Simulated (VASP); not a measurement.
Here is a VASP 6.6.1 calculation.

File INCAR:

```
SYSTEM = Te
PREC     = Accurate       ! precision mode
ENCUT    = 520            ! plane-wave cutoff, eV
EDIFF    = 1E-7           ! SCF threshold, eV
ISMEAR   = -1             ! smearing method
SIGMA    = 0.05           ! smearing width, eV
LREAL    = .False.        ! projectors in reciprocal space
LASPH    = .True.         ! aspherical terms in the spheres
NELM     = 80             ! most SCF steps
ALGO     = Normal         ! electronic algorithm
ISIF     = 2              ! what is computed and relaxed
LWAVE    = .False.        ! write WAVECAR
LCHARG   = .False.        ! write CHGCAR
GGA      = PE             ! functional
NBANDS   = 16             ! bands
```

Contents of KPOINTS:

```
Automatic mesh
0
Gamma
  7 7 5
  0 0 0
```

The input POSCAR:

```
Te
1.0
    4.3561508544      0.0000000000      0.0000000000
   -2.1780754272      3.7725373027      0.0000000000
    0.0000000000      0.0000000000      5.7941734662
Te
3
Direct
    0.7310000000      0.7310000000      0.5000000000
    0.0000000000      0.2690000000      0.8333333333
    0.2690000000      0.0000000000      0.1666666667
```

Potentials or basis: VASP PAW PBE potentials, release 64 (Te).

Command:

```console
$ cat potpaw_PBE.64/Te/POTCAR > POTCAR
$ mpirun -np 1 vasp_std > vasp.out
```

Problem. Estimate the pressure.

Solution. 5.5 GPa.

Problem. What does it give for the band gap on the k mesh?

Solution. 0.61 eV, indirect (least direct gap 0.83 eV).

Problem. Predict the largest force.

Solution. 0.550 eV/Å.

Stress tensor (GPa, compression positive):
```
4.73 0.00 0.00
0.00 4.73 0.00
0.00 0.00 6.89
```

Caveat: spin-orbit coupling is left out, which moves the levels of the heavy elements. A k mesh can miss the band edges.
